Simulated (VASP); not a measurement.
A run of VASP 6.6.1:

Contents of INCAR:

```
  ALGO = Normal
  EDIFF = 1E-7
  ENCUT = 520
  GGA = CA
  ISIF = 2
  ISMEAR = 0
  LASPH = True
  LCHARG = True
  LELF = True
  LREAL = False
  LVHAR = True
  LWAVE = False
  NBANDS = 40
  NELM = 100
  PREC = Accurate
  SIGMA = 0.05
```

Contents of KPOINTS:

```
k-points
0
Gamma
  6 6 6
```

Contents of POSCAR:

```
Si4O7
1.0
    0.0000000000      4.1548619959     -2.6614337333
    0.0000000000     -4.1548619959     -2.6614337333
   -4.1548619959      0.0000000000      2.6614337333
Si O
4 7
Direct
    0.2500000000      0.7500000000      0.5000000000
    0.7500000000      0.2500000000      0.5000000000
    0.0000000000      0.0000000000      1.0000000000
    0.5000000000      0.5000000000      1.0000000000
    1.0000000000      0.3055647994      0.3055647994
    0.5555647994      0.7500000000      0.8055647994
    0.0555647994      0.2500000000      0.8055647994
    0.0000000000      0.6944352006      0.6944352006
    0.4787265262      0.0486088002      0.5273353264
    0.9444352006      0.7500000000      0.1944352006
    0.4444352006      0.2500000000      0.1944352006
```

Potentials or basis: VASP PAW LDA potentials, release 64 (Si, O).

Run with:

```sh
$ cat potpaw_LDA.64/Si/POTCAR potpaw_LDA.64/O/POTCAR > POTCAR
$ mpirun -np 1 vasp_std > vasp.out
```

Hardware: 1 thread of Intel(R) Xeon(R) Platinum 8488C (Sapphire Rapids), with other jobs on the host.

Estimate the wall time of this run.

Run time: 4.7 min on 1 thread of Intel(R) Xeon(R) Platinum 8488C (Sapphire Rapids), on a shared host, peak memory 0.3 GiB. Counts: scf iterations 15, k points 68.
